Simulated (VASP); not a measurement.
# PbO (P4/nmm) in VASP: further runs, part 2 of 2

VASP 6.6.1. Earlier steps stand in the parts before.

## (4) Single point, PBEsol (strain +0.015 along x and y, -0.030 along z)

Contents of INCAR:

```
PREC = Accurate
ENCUT = 520
EDIFF = 1E-6
ISMEAR = 0
SIGMA = 0.05
LREAL = F
LASPH = T
NELM = 60
ALGO = Normal
ISIF = 2
LWAVE = F
LCHARG = F
GGA = PS
NBANDS = 28
```

Contents of KPOINTS:

```
Automatic mesh
0
Gamma
  8 8 6
```

Contents of POSCAR:

```
PbO
1.0
    4.0340160000      0.0000000000      0.0000000000
    0.0000000000      4.0340160000      0.0000000000
    0.0000000000      0.0000000000      4.8713400000
Pb O
2 2
Direct
    0.0000000000      0.5000000000      0.2351000000
    0.5000000000      0.0000000000      0.7649000000
    0.0000000000      0.0000000000      0.0000000000
    0.5000000000      0.5000000000      0.0000000000
```

Potentials or basis: VASP PAW PBE potentials, release 64 (Pb_d, O).

Command:

```
$ cat potpaw_PBE.64/Pb_d/POTCAR potpaw_PBE.64/O/POTCAR > POTCAR
$ mpirun -np 1 vasp_std > vasp.out
```

OUTCAR:

```text
PREC = Accurate
   ENCUT = 520
   EDIFF = 1E-6
   ISMEAR = 0
   LREAL = F
   LASPH = T
   NELM = 60
   ISIF = 2
   GGA = PS

 ion  position               nearest neighbor table
   1  0.000  0.500  0.235-   3 2.32   4 2.32   3 2.32   4 2.32   2 3.66   2 3.66   2 3.66   2 3.66
                             2 3.85   2 3.85   2 3.85   2 3.85
   2  0.500  0.000  0.765-   3 2.32   4 2.32   4 2.32   3 2.32   1 3.66   1 3.66   1 3.66   1 3.66
                             1 3.85   1 3.85   1 3.85   1 3.85
   3  0.000  0.000  0.000-   1 2.32   2 2.32   1 2.32   2 2.32
   4  0.500  0.500  0.000-   1 2.32   2 2.32   2 2.32   1 2.32

  LATTYP: Found a simple tetragonal cell.
 ALAT       =     4.0340160000
 C/A-ratio  =     1.2075658599

  Lattice vectors:

 A1 = (   4.0340160000,   0.0000000000,   0.0000000000)
 A2 = (   0.0000000000,   4.0340160000,   0.0000000000)
 A3 = (   0.0000000000,   0.0000000000,   4.8713400000)

Analysis of symmetry for initial positions (statically):
=====================================================================
 Subroutine PRICEL returns:
 Original cell was already a primitive cell.

 Routine SETGRP: Setting up the symmetry group for a
 simple tetragonal supercell.

 Subroutine GETGRP returns: Found 16 space group operations
 (whereof  8 operations were pure point group operations)
 out of a pool of 16 trial point group operations.

The static configuration has the point symmetry D_2d.
 The point group associated with its full space group is D_4h.

Analysis of symmetry for dynamics (positions and initial velocities):
=====================================================================
 Subroutine PRICEL returns:
 Original cell was already a primitive cell.

 Routine SETGRP: Setting up the symmetry group for a
 simple tetragonal supercell.

 Subroutine GETGRP returns: Found 16 space group operations
[... 119 lines left out ...]
   NELECT =      40.0000    total number of electrons
   NUPDOWN=      -1.0000    fix difference up-down
   EMIN   =  10.00;   EMAX   =-10.00  energy-range for DOS
   EFERMI =   0.00;   METHOD = LEGACY
   ISMEAR =     0;   SIGMA  =   0.05  broadening in eV -4-tet -1-fermi 0-gaus
   EFERMI_NEDOS =   21; number of points for ismear=-14 and -15
   IALGO  =     38    algorithm
   IMIX   =      4    mixing-type and parameters
     AMIX     =   0.40;   BMIX     =  1.00
     AMIX_MAG =   1.60;   BMIX_MAG =  1.00
  volume/ion in A,a.u.               =      19.82       133.74
  Fermi-wavevector in a.u.,A,eV,Ry     =   1.303328  2.462932 23.111712  1.698663
  Thomas-Fermi vector in A             =   2.434337
   LORBIT       =      0    0 simple, 1 ext, 2 COOP (PROOUT), +10 PAW based schemes
   GGA     = PS    functional components
   LHFCALC =     F    Hartree Fock is set to
   AEXX    =    0.0000 exact exchange contribution
   IVDW    =     0    specifies the selected vdW correction
   LEPSILON=     F    determine dielectric tensor
   LRPA    =     F    only Hartree local field effects (RPA)
 non-spin polarized calculation
 Gauss-broadening in eV      SIGMA  =   0.05
  energy-cutoff  :      520.00
  volume of cell :       79.27
 maximum number of plane-waves:      2158
   NGX = 15   NGY = 15   NGZ = 19

 number of electron      40.0000006 magnetization

 Free energy of the ion-electron system (eV)
  ---------------------------------------------------
  ext. energy  EPLUGINS =         0.00000000
  ---------------------------------------------------
  free energy    TOTEN  =       -22.85861605 eV

  energy without entropy =      -22.85861605  energy(sigma->0) =      -22.85861605

 E-fermi :   5.1441     XC(G=0): -10.0961

 val. band max:        4.8929381689   @ k =   0.1250   0.1250   0.0000
 cond. band min:       6.1808570255   @ k =   0.5000   0.5000   0.0000
 fundamental gap:      1.2879188567
 Fermi energy:         5.1440544130

 k-point     1 :       0.0000    0.0000    0.0000
  band No.  band energies     occupation
      1     -13.3339      2.00000
      2     -12.8484      2.00000
      3     -10.9676      2.00000
      4     -10.9676      2.00000
      5     -10.9081      2.00000
      6     -10.8519      2.00000
[... 733 lines left out ...]
     27      14.3055      0.00000
     28      14.3055      0.00000

 [... further k-points ...]
[... 5 lines left out ...]
  --------------------------------------------------------------------------------------
  -------------------------------------------------------------------------------------
  Total       -0.0034568     -0.0034568      0.8174065      0.0000000     -0.0000000      0.0000000
  in kB       -0.0698661     -0.0698661     16.5205682      0.0000000     -0.0000000      0.0000000
  external PRESSURE =       5.4602787 kB  Pullay stress =       0.0000000 kB

 VOLUME and BASIS-vectors are now :
 -----------------------------------------------------------------------------
  energy-cutoff  :      520.00
  volume of cell :       79.27
      direct lattice vectors                 reciprocal lattice vectors
     4.034016000  0.000000000  0.000000000     0.247891927  0.000000000  0.000000000
     0.000000000  4.034016000  0.000000000     0.000000000  0.247891927  0.000000000
     0.000000000  0.000000000  4.871340000     0.000000000  0.000000000  0.205282325

 POSITION                                       TOTAL-FORCE (eV/Angst)
 -----------------------------------------------------------------------------------
      0.00000      2.01701      1.14525         0.000000      0.000000      0.312794
      2.01701      0.00000      3.72609        -0.000000     -0.000000     -0.312794
      0.00000      0.00000      0.00000         0.000000     -0.000000      0.000000
      2.01701      2.01701      0.00000         0.000000      0.000000      0.000000
 -----------------------------------------------------------------------------------
    total drift:                                0.000000      0.000000     -0.000000

  FREE ENERGIE OF THE ION-ELECTRON SYSTEM (eV)
  ---------------------------------------------------
  free  energy   TOTEN  =       -22.8586160542 eV

  energy  without entropy=      -22.8586160542  energy(sigma->0) =      -22.85861605
```

OSZICAR:

```text
N       E                     dE             d eps       ncg     rms          rms(c)
DAV:   1     0.462289270689E+03    0.46229E+03   -0.19653E+04  3360   0.170E+03
DAV:   2     0.349734308040E+02   -0.42732E+03   -0.41017E+03  3420   0.450E+02
DAV:   3    -0.241230177042E+02   -0.59096E+02   -0.57606E+02  4304   0.181E+02
DAV:   4    -0.268342905383E+02   -0.27113E+01   -0.26996E+01  3972   0.399E+01
DAV:   5    -0.269134700355E+02   -0.79179E-01   -0.79169E-01  3936   0.733E+00    0.114E+01
DAV:   6    -0.230840466755E+02    0.38294E+01   -0.21592E+01  4968   0.373E+01    0.523E+00
DAV:   7    -0.229047215038E+02    0.17933E+00   -0.25577E+00  4172   0.113E+01    0.242E+00
DAV:   8    -0.228717493084E+02    0.32972E-01   -0.53356E-01  3632   0.473E+00    0.914E-01
DAV:   9    -0.228576895414E+02    0.14060E-01   -0.64074E-02  5340   0.202E+00    0.238E-01
DAV:  10    -0.228587312925E+02   -0.10418E-02   -0.10574E-02  3928   0.683E-01    0.643E-02
DAV:  11    -0.228586533208E+02    0.77972E-04   -0.11605E-03  5552   0.270E-01    0.541E-02
DAV:  12    -0.228586205417E+02    0.32779E-04   -0.14538E-04  4956   0.119E-01    0.188E-02
DAV:  13    -0.228586171711E+02    0.33705E-05   -0.40511E-05  3556   0.403E-02    0.881E-03
DAV:  14    -0.228586161237E+02    0.10474E-05   -0.40124E-06  3304   0.203E-02    0.124E-03
DAV:  15    -0.228586160542E+02    0.69445E-07   -0.79060E-07  2140   0.543E-03
   1 F= -.22858616E+02 E0= -.22858616E+02  d E =-.353076E-14
```

stdout:

```text
POSCAR found type information on POSCAR PbO
 POSCAR found :  2 types and       4 ions
 scaLAPACK will be used
 -----------------------------------------------------------------------------
|                                                                             |
|                                                                             |
|     You enforced a specific xc type in the INCAR file but a different       |
|     I HOPE YOU KNOW WHAT YOU ARE DOING!                                     |
|                                                                             |
 -----------------------------------------------------------------------------

 LDA part: xc-table for (Slater+PW92), standard interpolation
 POSCAR, INCAR and KPOINTS ok, starting setup
 FFT: planning ... GRIDC
 FFT: planning ... GRID_SOFT
 FFT: planning ... GRID
 WAVECAR not read
 entering main loop
```

Run time: 70 s. Hardware: 1 thread of AMD EPYC 9R45 (Zen 5), shared host; peak memory 0.22 GiB.

What came out:

* Free energy: -22.8586 eV
* Pressure: 0.5 GPa
* Largest force: 0.313 eV/Å
* Band gap on the k mesh: 1.29 eV, indirect (least direct gap 2.13 eV)

Forces on the atoms (eV/Å):
```
Pb   0.000  0.000  0.313
Pb   0.000  0.000 -0.313
O    0.000  0.000  0.000
O    0.000  0.000  0.000
```

Stress tensor (GPa, compression positive):
```
-0.01  0.00  0.00
 0.00 -0.01  0.00
 0.00  0.00  1.65
```

Levels at points of the mesh, in eV from the valence-band top:
| k point | band 17 | band 18 | band 19 | band 20 | band 21 | band 22 | band 23 | band 24 |
| --- | --- | --- | --- | --- | --- | --- | --- | --- |
| (0.00, 0.00, 0.00) | -1.72 | -1.72 | -1.60 | -0.06 | 2.35 | 5.55 | 5.68 | 5.68 |
| (0.50, 0.00, 0.00) | -3.05 | -3.05 | -1.47 | -1.47 | 3.51 | 3.51 | 6.55 | 6.55 |
| (0.50, 0.50, 0.00) | -1.43 | -1.43 | -1.06 | -1.06 | 1.29 | 1.29 | 5.46 | 5.46 |
| (0.00, 0.00, 0.50) | -1.75 | -1.75 | -1.66 | -0.62 | 1.68 | 4.00 | 4.00 | 4.01 |
| (0.50, 0.00, 0.50) | -3.00 | -3.00 | -0.82 | -0.82 | 3.19 | 3.19 | 6.28 | 6.28 |
| (0.50, 0.50, 0.50) | -2.13 | -2.13 | -1.06 | -1.06 | 3.66 | 3.66 | 4.92 | 4.92 |

Caveat: the cell differs from its parent crystal (strain +0.015 along x and y, -0.030 along z); the PAW data sets were made with another functional, which shifts forces and pressure a little; spin-orbit coupling is left out, which moves the levels of the heavy elements.

## (5) The runs side by side

| cell | gap on the mesh (eV) | pressure (GPa) | largest force (eV/Å) |
| --- | --- | --- | --- |
| a = 3.915, b = 3.915, c = 5.097 Å, 4 atoms | 1.09 | 2.7 | 0.26 |
| a = 3.915, b = 3.915, c = 5.173 Å, 4 atoms | 1.07 | 1.5 | 0.03 |
| a = 4.034, b = 4.034, c = 4.871 Å, 4 atoms | 1.29 | 0.5 | 0.31 |

Alike in all rows: task single point; level PBEsol; potentials or basis VASP PAW PBE potentials, release 64 (Pb_d, O); no spin polarisation; k mesh 8 × 8 × 6; cutoff (eV) 520; smearing gaussian 0.05 eV.

Caveats: the PAW data sets were made with another functional, which shifts forces and pressure a little; spin-orbit coupling is left out, which moves the levels of the heavy elements.

Total energies depend on the potentials used, so only differences within one code and one set of settings carry meaning.
